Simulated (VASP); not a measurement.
Runs of VASP 6.6.1 on SiW2. The structure is that of space group P4/nmm (No. 129), or close to it. The cells are those of the table. 

```tsv
task	cell	cutoff (eV)	gap on the mesh (eV)	pressure (GPa)	largest force (eV/Å)
single point	a = 3.201, b = 3.201, c = 8.734 Å, 6 atoms	520	none	0.3	0.02
single point	a = 3.201, b = 3.201, c = 8.735 Å, 6 atoms	520	none	0.3	0.03
single point	a = 3.168, b = 3.168, c = 8.650 Å, 6 atoms	520	none	8.9	0.04
single point	a = 3.264, b = 3.264, c = 8.903 Å, 6 atoms	520	none	(a)	0.02
relaxation of shape and atoms at fixed volume	relaxed from a = 3.169, b = 3.169, c = 8.645 Å, 6 atoms	600	none	8.9	-
```

Alike in all rows: level PBE; potentials or basis VASP PAW PBE potentials, release 64 (Si, W_sv); no spin polarisation; k mesh 10 × 10 × 4; smearing gaussian 0.1 eV.

Question: Fill in the values left out.

Answer: (a) -13.1.

Caveats: spin-orbit coupling is left out, which moves the levels of the heavy elements.

A k mesh can miss the band edges, and the runs leave out spin-orbit coupling on W.

A gap of «none» marks levels without a gap at the run's occupations.
